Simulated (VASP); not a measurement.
Runs of VASP 6.6.1 on MgC. The structure is that of space group P6_3/mmc (No. 194), or close to it. The cells are those of the table. 

```tsv
task	cell	k mesh	cutoff (eV)	k mesh for the DOS	occupations for the DOS	gap on the mesh (eV)	pressure (GPa)	largest force (eV/Å)
single point	a = 3.549, b = 3.549, c = 9.072 Å, angles 90.0, 90.0, 120.0°, 8 atoms	12 × 12 × 4	520	-	-	none	-0.1	0.08
single point	a = 3.550, b = 3.550, c = 9.052 Å, angles 90.0, 90.0, 120.0°, 8 atoms	6 × 6 × 2	520	-	-	none	0.0	0.08
single point	a = 3.247, b = 3.247, c = 10.699 Å, angles 90.0, 90.0, 120.0°, 8 atoms	6 × 6 × 2	520	-	-	none	-1.0	(a)
relaxation of cell and atoms	relaxed from a = 3.550, b = 3.550, c = 9.052 Å, angles 90.0, 90.0, 120.0°, 8 atoms	12 × 12 × 4	600	-	-	none	0.1	0.01
```

Alike in all rows: level PBE; potentials or basis VASP PAW PBE potentials, release 64 (Mg, C); no spin polarisation; smearing gaussian 0.1 eV.

Question: Fill in the values left out.

Answer: (a) 0.97.

Caveats: some runs use coarse meshes.

A gap of «none» marks levels without a gap at the run's occupations.
